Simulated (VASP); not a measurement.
# BaZrO3 (Pm-3m) in VASP: elastic constants with PBEsol

Aim: the elastic constants of BaZrO3 with PBEsol.

All numbers are computed with VASP 6.6.1; they aren't measurements. Logs are shortened: lines on timing, memory, paths and dates and some standing lists are left out, and cuts for length are marked.

## (1) The cell of the first run

Symmetry: Pm-3m, No. 221, cubic system. The conventional cell has a = 4.181 Å, b = 4.181 Å, c = 4.181 Å, α = 90.00°, β = 90.00°, γ = 90.00°. Within 3.9 Å of Ba (site symmetry m-3m) lie 12 O at 2.96 Å and 8 Zr at 3.62 Å. Zr (site symmetry m-3m) has 6 O at 2.09 Å within 2.8 Å. O (site symmetry 4/mmm) has 2 Zr at 2.09 Å within 2.8 Å.

## (2) Elastic constants, PBEsol

INCAR

```
PREC     = Accurate       # precision mode
ENCUT    = 600            # plane-wave cutoff, eV
EDIFF    = 1E-8           # SCF threshold, eV
ISMEAR   = 0              # smearing method
SIGMA    = 0.01           # smearing width, eV
LREAL    = False          # projectors in reciprocal space
LASPH    = True           # aspherical terms in the spheres
NELM     = 60             # most SCF steps
ALGO     = Normal         # electronic algorithm
ISIF     = 3              # what is computed and relaxed
LWAVE    = False          # write WAVECAR
LCHARG   = False          # write CHGCAR
GGA      = PS             # functional
IBRION   = 6              # ionic algorithm
NFREE    = 2            
POTIM    = 0.015          # step
NSW      = 1              # ionic steps
```

KPOINTS

```
regular mesh
0
Gamma
  6 6 6
```

POSCAR

```
BaZrO3
1.0
    4.1806461900      0.0000000000      0.0000000000
    0.0000000000      4.1806461900      0.0000000000
    0.0000000000      0.0000000000      4.1806461900
Ba Zr O
1 1 3
Direct
    0.0000000000      0.0000000000      0.0000000000
    0.5000000000      0.5000000000      0.5000000000
    0.0000000000      0.5000000000      0.5000000000
    0.5000000000      0.0000000000      0.5000000000
    0.5000000000      0.5000000000      0.0000000000
```

Potentials or basis: VASP PAW PBE potentials, release 64 (Ba_sv, Zr_sv, O).

On the command line:

```bash
cat potpaw_PBE.64/Ba_sv/POTCAR potpaw_PBE.64/Zr_sv/POTCAR potpaw_PBE.64/O/POTCAR > POTCAR
mpirun -np 1 vasp_std > vasp.out
```

OUTCAR:

```text
PREC = Accurate
   ENCUT = 600
   EDIFF = 1E-8
   ISMEAR = 0
   LREAL = False
   LASPH = True
   NELM = 60
   ISIF = 3
   GGA = PS
   IBRION = 6
   NFREE = 2
   POTIM = 0.015
   NSW = 1

 ion  position               nearest neighbor table
   1  0.000  0.000  0.000-   3 2.96   4 2.96   5 2.96   3 2.96   4 2.96   3 2.96   5 2.96   3 2.96
                             4 2.96   5 2.96   4 2.96   5 2.96   2 3.62   2 3.62   2 3.62   2 3.62
   2  0.500  0.500  0.500-   3 2.09   4 2.09   5 2.09   5 2.09   4 2.09   3 2.09   1 3.62   1 3.62
                             1 3.62   1 3.62   1 3.62   1 3.62   1 3.62   1 3.62
   3  0.000  0.500  0.500-   2 2.09   2 2.09   1 2.96   1 2.96   1 2.96   1 2.96
   4  0.500  0.000  0.500-   2 2.09   2 2.09   1 2.96   1 2.96   1 2.96   1 2.96
   5  0.500  0.500  0.000-   2 2.09   2 2.09   1 2.96   1 2.96   1 2.96   1 2.96

  LATTYP: Found a simple cubic cell.
 ALAT       =     4.1806461900

  Lattice vectors:

 A1 = (   4.1806461900,   0.0000000000,   0.0000000000)
 A2 = (   0.0000000000,   4.1806461900,   0.0000000000)
 A3 = (   0.0000000000,   0.0000000000,   4.1806461900)

Analysis of symmetry for initial positions (statically):
=====================================================================
 Subroutine PRICEL returns:
 Original cell was already a primitive cell.

 Routine SETGRP: Setting up the symmetry group for a
 simple cubic supercell.

 Subroutine GETGRP returns: Found 48 space group operations
 (whereof 48 operations were pure point group operations)
 out of a pool of 48 trial point group operations.

The static configuration has the point symmetry O_h .

Analysis of symmetry for dynamics (positions and initial velocities):
=====================================================================
 Subroutine PRICEL returns:
 Original cell was already a primitive cell.

 Routine SETGRP: Setting up the symmetry group for a
[... 1022 lines left out ...]

  FORCE on cell =-STRESS in cart. coord.  units (eV):
  Direction    XX          YY          ZZ          XY          YZ          ZX
  --------------------------------------------------------------------------------------
  -------------------------------------------------------------------------------------
  Total        0.4698437      0.4735612      0.4730582      0.0000000      0.0000000      0.0000000
  in kB       10.3022896     10.3838034     10.3727740      0.0000000      0.0000000      0.0000000
  external PRESSURE =      10.3529557 kB  Pullay stress =       0.0000000 kB
[... 20 lines left out ...]
  FREE ENERGIE OF THE ION-ELECTRON SYSTEM (eV)
  ---------------------------------------------------
  free  energy   TOTEN  =       -43.6268347312 eV

  energy  without entropy=      -43.6268347312  energy(sigma->0) =      -43.62683473

 INTERNAL STRAIN TENSORS FROM STRAINED CELLS
 ============================================

 INTERNAL STRAIN TENSOR FOR ION    1 for displacements in x,y,z  (eV/Angst):
          X           Y           Z          XY          YZ          ZX
  --------------------------------------------------------------------------------
  x     0.00000     0.00000     0.00000     0.00000     0.00000     0.00000
  y     0.00000     0.00000     0.00000     0.00000     0.00000     0.00000
  z     0.00000     0.00000     0.00000     0.00000     0.00000     0.00000

 INTERNAL STRAIN TENSORS FROM DISPLACED ATOMS
 ============================================

 INTERNAL STRAIN TENSOR FOR ION    1 for displacements in x,y,z  (eV/Angst):
          X           Y           Z          XY          YZ          ZX
  --------------------------------------------------------------------------------
  x     0.00000     0.00000     0.00000     0.00000     0.00000     0.00000
  y     0.00000     0.00000     0.00000     0.00000     0.00000     0.00000
  z     0.00000     0.00000     0.00000     0.00000     0.00000     0.00000

 INTERNAL STRAIN TENSOR FOR ION    5 for displacements in x,y,z  (eV/Angst):
          X           Y           Z          XY          YZ          ZX
  --------------------------------------------------------------------------------
  x     0.00000     0.00000     0.00000     0.00000     0.00000     0.00000
  y     0.00000     0.00000     0.00000     0.00000     0.00000     0.00000
  z     0.00000     0.00000     0.00000     0.00000     0.00000     0.00000

 Eigenvectors and eigenvalues of the dynamical matrix
 ----------------------------------------------------

   1 f  =   15.240438 THz    95.758493 2PiTHz  508.366275 cm-1    63.029357 meV
             X         Y         Z           dx          dy          dz
      0.000000  0.000000  0.000000    -0.001412    0.025655   -0.000000
      2.090323  2.090323  2.090323    -0.007719    0.140269    0.000000
      0.000000  2.090323  2.090323     0.050628    0.255170    0.000000
      2.090323  0.000000  2.090323    -0.014042   -0.920013   -0.000000
      2.090323  2.090323  0.000000    -0.014042    0.255170    0.000000
[... 105 lines left out ...]
  15 f/i=    0.002553 THz     0.016041 2PiTHz    0.085160 cm-1     0.010558 meV
             X         Y         Z           dx          dy          dz
      0.000000  0.000000  0.000000     0.006587    0.017199   -0.704871
      2.090323  2.090323  2.090323     0.005363    0.014002   -0.573843
      0.000000  2.090323  2.090323     0.002247    0.005861   -0.240201
      2.090323  0.000000  2.090323     0.002245    0.005866   -0.240201
      2.090323  2.090323  0.000000     0.002245    0.005861   -0.240388

--------------------------------------------------------------------------------------------------------

 ELASTIC MODULI CONTR FROM IONIC RELAXATION (kBar)
 Direction    XX          YY          ZZ          XY          YZ          ZX
 --------------------------------------------------------------------------------
 XX           0.0000      0.0000      0.0000      0.0000      0.0000      0.0000
 YY           0.0000      0.0000      0.0000      0.0000      0.0000      0.0000
 ZZ           0.0000      0.0000      0.0000      0.0000      0.0000      0.0000
 XY           0.0000      0.0000      0.0000      0.0000      0.0000      0.0000
 YZ           0.0000      0.0000      0.0000      0.0000      0.0000      0.0000
 ZX           0.0000      0.0000      0.0000      0.0000      0.0000      0.0000
 --------------------------------------------------------------------------------

 TOTAL ELASTIC MODULI (kBar)
 Direction    XX          YY          ZZ          XY          YZ          ZX
 --------------------------------------------------------------------------------
 XX        3306.6180    840.1261    840.1261     -0.0000      0.0000     -0.0000
 YY         840.1261   3306.6180    840.1261      0.0000      0.0000      0.0000
 ZZ         840.1261    840.1261   3306.6180      0.0000      0.0000     -0.0000
 XY          -0.0000      0.0000      0.0000    878.4608      0.0000      0.0000
 YZ           0.0000      0.0000      0.0000      0.0000    878.4608      0.0000
 ZX          -0.0000      0.0000     -0.0000      0.0000      0.0000    878.4608
 --------------------------------------------------------------------------------
```

OSZICAR:

```text
N       E                     dE             d eps       ncg     rms          rms(c)
DAV:   1     0.348203381320E+03    0.34820E+03   -0.24009E+04   960   0.183E+03
DAV:   2    -0.280200686530E+02   -0.37622E+03   -0.36986E+03  1216   0.413E+02
[... 268 lines left out ...]
DAV:   4    -0.436268326536E+02    0.49060E-04   -0.41840E-04  3872   0.120E-01    0.189E-02
DAV:   5    -0.436268352663E+02   -0.26126E-05   -0.35231E-05  3792   0.325E-02    0.135E-02
DAV:   6    -0.436268352135E+02    0.52798E-07   -0.38919E-06  3968   0.146E-02    0.436E-03
DAV:   7    -0.436268347056E+02    0.50790E-06   -0.18924E-06  3904   0.882E-03    0.101E-03
DAV:   8    -0.436268347356E+02   -0.30028E-07   -0.39360E-07  3872   0.349E-03    0.923E-04
DAV:   9    -0.436268347312E+02    0.43960E-08   -0.39796E-08  3680   0.132E-03
  21 F= -.43626835E+02 E0= -.43626835E+02  d E =-.278359E-40
```

Run time: 24 min. Hardware: 1 thread of AMD EPYC 7R13 (Zen 3), shared host; peak memory 0.4 GiB.

Results:

```
Elastic constants C11, C12, C44                         : 331, 84, 88 GPa
Voigt bulk modulus                                      : 166 GPa
Highest phonon frequency at Γ, LO-TO splitting left out : 508 cm⁻¹
```

Phonon frequencies in cm⁻¹ (negative: imaginary):
```tsv
q point	frequencies
(0.000, 0.000, 0.000)	0 0 0 105 105 105 184 184 184 193 193 193 508 508 508
```

Elastic tensor in Voigt notation (GPa, in the Cartesian axes of the cell as first typed):
```
331  84  84   0   0   0
 84 331  84   0   0   0
 84  84 331   0   0   0
  0   0   0  88   0   0
  0   0   0   0  88   0
  0   0   0   0   0  88
```

Clamped-ion elastic tensor (GPa):
```
331  84  84   0   0   0
 84 331  84   0   0   0
 84  84 331   0   0   0
  0   0   0  88   0   0
  0   0   0   0  88   0
  0   0   0   0   0  88
```

Caveat: the cell is under stress, which shifts elastic constants; the PAW data sets were made with another functional, which shifts forces and pressure a little; spin-orbit coupling is left out, which moves the levels of the heavy elements.
